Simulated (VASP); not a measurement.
# Sb (Fm-3m) in VASP: a series of runs, part 2 of 3

VASP 6.6.1. Earlier steps stand in the parts before.

**3. Single point, PBE**

INCAR

```
  ALGO = Normal
  EDIFF = 1E-7
  ENCUT = 520
  GGA = PE
  ISIF = 2
  ISMEAR = 0
  LASPH = T
  LCHARG = T
  LELF = T
  LREAL = F
  LVHAR = T
  LWAVE = F
  NBANDS = 8
  NELM = 100
  PREC = Accurate
  SIGMA = 0.022
```

KPOINTS

```
k-points
0
Gamma
  10 10 10
```

POSCAR

```
Sb
1.0
    0.0000000000      2.3712425216      2.3712425216
    2.3712425216      0.0000000000      2.3712425216
    2.3712425216      2.3712425216      0.0000000000
Sb
1
Direct
    0.0000000000      0.0000000000      0.0000000000
```

Potentials or basis: VASP PAW PBE potentials, release 64 (Sb).

Started as:

```
> cat potpaw_PBE.64/Sb/POTCAR > POTCAR
> mpirun -np 1 vasp_std > vasp.out
```

OUTCAR:

```text
EDIFF = 1E-7
   ENCUT = 520
   GGA = PE
   ISIF = 2
   ISMEAR = 0
   LASPH = T
   LREAL = F
   NELM = 100
   PREC = Accurate

 ion  position               nearest neighbor table
   1  0.000  0.000  0.000-

  LATTYP: Found a face centered cubic cell.
 ALAT       =     4.7424850432

  Lattice vectors:

 A1 = (   0.0000000000,   2.3712425216,   2.3712425216)
 A2 = (   2.3712425216,   0.0000000000,   2.3712425216)
 A3 = (   2.3712425216,   2.3712425216,   0.0000000000)

Analysis of symmetry for initial positions (statically):
=====================================================================
 Subroutine PRICEL returns:
 Original cell was already a primitive cell.

 Routine SETGRP: Setting up the symmetry group for a
 face centered cubic supercell.

 Subroutine GETGRP returns: Found 48 space group operations
[... 9 lines left out ...]

 Routine SETGRP: Setting up the symmetry group for a
 face centered cubic supercell.

 Subroutine GETGRP returns: Found 48 space group operations
[... 11 lines left out ...]
                                     Primitive cell

  volume of cell :      26.6660

  direct lattice vectors                    reciprocal lattice vectors
     0.000000000  2.371242522  2.371242522    -0.210859916  0.210859916  0.210859916
     2.371242522  0.000000000  2.371242522     0.210859916 -0.210859916  0.210859916
     2.371242522  2.371242522  0.000000000     0.210859916  0.210859916 -0.210859916

  length of vectors
     3.353443334  3.353443334  3.353443334     0.365220089  0.365220089  0.365220089

  position of ions in fractional coordinates (direct lattice)
     0.000000000  0.000000000  0.000000000

  ion indices of the primitive-cell ions
   primitive index   ion index
                 1           1

----------------------------------------------------------------------------------------

 KPOINTS: k-points

Automatic generation of k-mesh.
 Grid dimensions read from file:
 generate k-points for:   10   10   10

 Generating k-lattice:

  Cartesian coordinates                     Fractional coordinates (reciprocal lattice)
    -0.021085992  0.021085992  0.021085992     0.100000000  0.000000000  0.000000000
     0.021085992 -0.021085992  0.021085992     0.000000000  0.100000000  0.000000000
     0.021085992  0.021085992 -0.021085992     0.000000000  0.000000000  0.100000000

  Length of vectors
     0.036522009  0.036522009  0.036522009

  Shift w.r.t. Gamma in fractional coordinates (k-lattice)
     0.000000000  0.000000000  0.000000000

 Subroutine IBZKPT returns following result:
 ===========================================

 Found     47 irreducible k-points:

 Following reciprocal coordinates:
            Coordinates               Weight
  0.000000  0.000000  0.000000      1.000000
  0.100000  0.000000  0.000000      8.000000
  0.200000  0.000000  0.000000      8.000000
  0.300000  0.000000  0.000000      8.000000
  0.400000  0.000000  0.000000      8.000000
  0.500000  0.000000  0.000000      4.000000
[... 16 lines left out ...]
  0.300000  0.300000  0.000000      6.000000
  0.400000  0.300000  0.000000     24.000000
 [... further k-points ...]
   k-points           NKPTS =     47   k-points in BZ     NKDIM =     47   number of bands    NBANDS=      8
   number of dos      NEDOS =    301   number of ions     NIONS =      1
   total plane-waves  NPLWV =  21952
   dimension x,y,z NGX =    28 NGY =   28 NGZ =   28
   dimension x,y,z NGXF=    56 NGYF=   56 NGZF=   56
   ions per type =               1
   NGX,Y,Z   is equivalent  to a cutoff of  13.88, 13.88, 13.88 a.u.
   NGXF,Y,Z  is equivalent  to a cutoff of  27.76, 27.76, 27.76 a.u.
 SYSTEM =  unknown system
   PREC   = accura    normal or accurate (medium, high low for compatibility)
   ISTART =      0    job   : 0-new  1-cont  2-samecut
   ICHARG =      2    charge: 1-file 2-atom 10-const
   ISPIN  =      1    spin polarized calculation?
   LNONCOLLINEAR =      F non collinear calculations
   LSORBIT =      F    spin-orbit coupling
   LASPH  =      T    aspherical Exc in radial PAW
   ENCUT  =  520.0 eV  38.22 Ry    6.18 a.u.   6.24  6.24  6.24*2*pi/ulx,y,z
   NELM   =    100;   NELMIN=  2; NELMDL= -5     # of ELM steps
   EDIFF  = 0.1E-06   stopping-criterion for ELM
   LREAL  =      F    real-space projection
   EDIFFG = 0.1E-05   stopping-criterion for IOM
   NSW    =      0    number of steps for IOM
   IBRION =     -1    ionic relax: 0-MD 1-quasi-New 2-CG
   NFREE  =      0    steps in history (QN), initial steepest desc. (CG)
   ISIF   =      2    stress and relaxation
   ISYM   =      2    0-nonsym 1-usesym 2-fastsym
   POTIM  = 0.5000    time-step for ionic-motion
   TEBEG  =    0.0;   TEEND  =   0.0 temperature during run
   PSTRESS=    0.0 pullay stress
   NELECT =       5.0000    total number of electrons
   NUPDOWN=      -1.0000    fix difference up-down
   EMIN   =  10.00;   EMAX   =-10.00  energy-range for DOS
   EFERMI =   0.00;   METHOD = LEGACY
   ISMEAR =     0;   SIGMA  =   0.02  broadening in eV -4-tet -1-fermi 0-gaus
   EFERMI_NEDOS =   21; number of points for ismear=-14 and -15
   IALGO  =     38    algorithm
   IMIX   =      4    mixing-type and parameters
     AMIX     =   0.40;   BMIX     =  1.00
     AMIX_MAG =   1.60;   BMIX_MAG =  1.00
  volume/ion in A,a.u.               =      26.67       179.95
  Fermi-wavevector in a.u.,A,eV,Ry     =   0.937013  1.770697 11.945820  0.877993
  Thomas-Fermi vector in A             =   2.064081
   LORBIT       =      0    0 simple, 1 ext, 2 COOP (PROOUT), +10 PAW based schemes
   GGA     = PE    functional components
   LHFCALC =     F    Hartree Fock is set to
   AEXX    =    0.0000 exact exchange contribution
   IVDW    =     0    specifies the selected vdW correction
   LEPSILON=     F    determine dielectric tensor
   LRPA    =     F    only Hartree local field effects (RPA)
 non-spin polarized calculation
 Gauss-broadening in eV      SIGMA  =   0.02
  energy-cutoff  :      520.00
  volume of cell :       26.67
 maximum number of plane-waves:       728
 NGX is ok and might be reduce to    28
   NGX = 13   NGY = 13   NGZ = 13

 number of electron       5.0000000 magnetization

 Free energy of the ion-electron system (eV)
  ---------------------------------------------------
  ext. energy  EPLUGINS =         0.00000000
  ---------------------------------------------------
  free energy    TOTEN  =        -3.81575426 eV

  energy without entropy =       -3.81522810  energy(sigma->0) =       -3.81549118

 E-fermi :   8.5903     XC(G=0): -10.2768

 val. band max:        8.5753901628   @ k =  -0.4000   0.4000   0.1000
 cond. band min:       8.6648787220   @ k =  -0.2000   0.2000   0.0000
 fundamental gap:      0.0894885592
 Fermi energy:         8.5902967574

 k-point     1 :       0.0000    0.0000    0.0000
  band No.  band energies     occupation
      1      -4.3498      2.00000
      2      14.0443      0.00000
      3      14.0443      0.00000
      4      14.0443      0.00000
      5      18.6374      0.00000
      6      18.6374      0.00000
      7      18.6374      0.00000
      8      18.8943      0.00000

 k-point     2 :       0.1000    0.0000    0.0000
  band No.  band energies     occupation
      1      -4.1501      2.00000
      2      12.3239      0.00000
      3      13.7894      0.00000
      4      13.7894      0.00000
      5      17.5892      0.00000
      6      19.0491      0.00000
      7      19.0491      0.00000
      8      20.8771      0.00000

 k-point     3 :       0.2000    0.0000    0.0000
  band No.  band energies     occupation
      1      -3.5558      2.00000
      2       9.3359      0.00000
      3      13.2644      0.00000
      4      13.2644      0.00000
      5      17.0675      0.00000
      6      19.3975      0.00000
      7      19.3975      0.00000
      8      20.9878      0.00000
[... 210 lines left out ...]
 k-point    23 :       0.3000    0.3000    0.0000
  band No.  band energies     occupation
      1      -1.9853      2.00000
      2       8.1809      2.00000
      3      10.1668      0.00000
      4      10.1668      0.00000
      5      14.1253      0.00000
      6      14.3774      0.00000
      7      24.1671      0.00000
      8      24.1672      0.00000

 k-point    24 :       0.4000    0.3000    0.0000
  band No.  band energies     occupation
      1      -1.0505      2.00000
      2       6.5686      2.00000
      3       8.8950      0.00000
      4       9.8053      0.00000
      5      13.8070      0.00000
      6      15.0454      0.00000
      7      23.5102      0.00000
      8      24.2213      0.00000

 [... further k-points ...]
[... 5 lines left out ...]
  --------------------------------------------------------------------------------------
  -------------------------------------------------------------------------------------
  Total        0.3057831      0.3057831      0.3057831      0.0000000     -0.0000000      0.0000000
  in kB       18.3724113     18.3724113     18.3724113      0.0000000     -0.0000000      0.0000000
  external PRESSURE =      18.3724113 kB  Pullay stress =       0.0000000 kB

 VOLUME and BASIS-vectors are now :
 -----------------------------------------------------------------------------
  energy-cutoff  :      520.00
  volume of cell :       26.67
      direct lattice vectors                 reciprocal lattice vectors
     0.000000000  2.371242522  2.371242522    -0.210859916  0.210859916  0.210859916
     2.371242522  0.000000000  2.371242522     0.210859916 -0.210859916  0.210859916
     2.371242522  2.371242522  0.000000000     0.210859916  0.210859916 -0.210859916

 POSITION                                       TOTAL-FORCE (eV/Angst)
 -----------------------------------------------------------------------------------
      0.00000      0.00000      0.00000         0.000000     -0.000000     -0.000000
 -----------------------------------------------------------------------------------
    total drift:                                0.000000      0.000000      0.000000

  FREE ENERGIE OF THE ION-ELECTRON SYSTEM (eV)
  ---------------------------------------------------
  free  energy   TOTEN  =        -3.8157542595 eV

  energy  without entropy=       -3.8152281008  energy(sigma->0) =       -3.81549118
```

stdout:

```text
POSCAR found type information on POSCAR Sb
 POSCAR found :  1 types and       1 ions
 scaLAPACK will be used
 LDA part: xc-table for (Slater+PW92), standard interpolation
 POSCAR, INCAR and KPOINTS ok, starting setup
 FFT: planning ... GRIDC
 FFT: planning ... GRID_SOFT
 FFT: planning ... GRID
 WAVECAR not read
 entering main loop
```

It took 8.1 s on 1 thread of Intel Xeon Platinum 8488C (Sapphire Rapids), shared host; peak memory 0.15 GiB.

Results:

```yaml
Free_energy: -3.8158 eV
Pressure: 1.8 GPa
```

Caveat: spin-orbit coupling is left out, which moves the levels of the heavy elements.

(Part 2 of 3 ends here.)
